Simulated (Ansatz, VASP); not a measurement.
# Two plane-wave programs on MgCd2S3

```xyz
6
Lattice="-2.0710 2.0710 8.7433 2.0710 -2.0710 8.7433 2.0710 2.0710 -8.7433" Properties=species:S:1:pos:R:3 pbc="T T T"
Mg    0.0000    0.0000    0.0000
Cd    0.0000    0.0000    5.8778
Cd    0.0000    0.0000   11.6089
S     2.0710    0.0000    4.3717
S     0.0000    2.0710    1.3545
S     0.0000    2.0710    7.3888
```

Alike in both runs: functional PBE; k mesh 10 × 10 × 10; occupations gaussian, width 0.02 eV; no spin polarisation.

Ansatz relaxed the structure, and its values are those at the end. VASP's run is a single point on that final structure, the one shown.

|  | VASP | Ansatz |
| --- | --- | --- |
| version | VASP 6.6.1 | Ansatz 0.2.0 |
| potentials or method | VASP PAW PBE potentials, release 64 (Mg, Cd, S), cutoff 520 eV | scalar-relativistic, plane waves, PAW |
| valence electrons in the cell | 44 | 68 |

```csv
,VASP,Ansatz,Ansatz less VASP
gap on the k mesh at the Fermi level (eV),1.66,1.66,-0.002
least direct gap on the mesh (eV),1.66,1.66,-0.002
pressure (GPa),0.2,0.0,-0.16
rms of the force components (eV/Å),0.013,0.001,-0.0119
```

VASP's potentials hold 44 valence electrons a cell and Ansatz's 68, so a difference there can come from the potentials and not from the codes.
